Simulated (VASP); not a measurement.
Runs of VASP 6.6.1 on Rh. The structure is that of space group Fm-3m (No. 225), or close to it. The cells are those of the table. 

```csv
cell,gap on the mesh (eV),pressure (GPa)
"a = 2.654 Å, angles 60.0°, 1 atom",none,1.0
"a = 2.379 Å, angles 60.0°, 1 atom",none,(b)
"a = 2.287 Å, angles 60.0°, 1 atom",none,(a)
"a = 2.600 Å, angles 60.0°, 1 atom",none,24.2
"a = 2.544 Å, angles 60.0°, 1 atom",none,57.5
```

Alike in all rows: task single point; level LDA; potentials or basis VASP PAW LDA potentials, release 64 (Rh_pv); no spin polarisation; k mesh 17 × 17 × 17; cutoff (eV) 500; smearing fermi-dirac 0.05 eV.

Task: Estimate the missing entries.

Result: (a) 427.0; (b) 238.1.

Caveats: the cell stands under pressure (at least some runs).

A k mesh can miss the band edges, and the runs leave out spin-orbit coupling on Rh.

A gap of «none» marks levels without a gap at the run's occupations.
